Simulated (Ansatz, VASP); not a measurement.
**MgZn2TeS2 in VASP and in Ansatz**

```xyz
6
Lattice="5.3543 0.0000 0.0000 0.0000 5.3543 0.0000 0.0000 0.0000 5.3145" Properties=species:S:1:pos:R:3 pbc="T T T"
Mg    0.0000    0.0000    2.6573
Zn    2.6771    2.6771    3.9562
Zn    2.6771    2.6771    1.3583
Te    0.0000    0.0000    0.0000
S     2.6771    0.0000    0.0000
S     0.0000    2.6771    0.0000
```

Change from the starting cell: species swapped into the CeSi2Mo2C type (P4/mmm, No. 123).

Alike in both runs: functional PBE; k mesh 4 × 4 × 4; occupations gaussian, width 0.1 eV; no spin polarisation.

Ansatz relaxed the structure, and its values are those at the end. VASP's run is a single point on that final structure, the one shown.

|  | VASP | Ansatz |
| --- | --- | --- |
| version | VASP 6.6.1 | Ansatz 0.2.0 |
| potentials or method | VASP PAW PBE potentials, release 64 (Mg, Zn, Te, S), cutoff 520 eV | scalar-relativistic, plane waves, PAW |
| valence electrons in the cell | 44 | 62 |

|  | VASP | Ansatz | Ansatz less VASP |
| --- | --- | --- | --- |
| gap on the k mesh at the Fermi level (eV) | none | none | - |
| pressure (GPa) | 0.0 | 0.0 | 0.00 |

A gap of «none» marks a metal or a gap that the smearing closes. With one functional, cell and mesh, what is left measures potentials, basis and numerics. VASP's potentials hold 44 valence electrons a cell and Ansatz's 62, so a difference there can come from the potentials and not from the codes.

Spin-orbit coupling is off throughout.
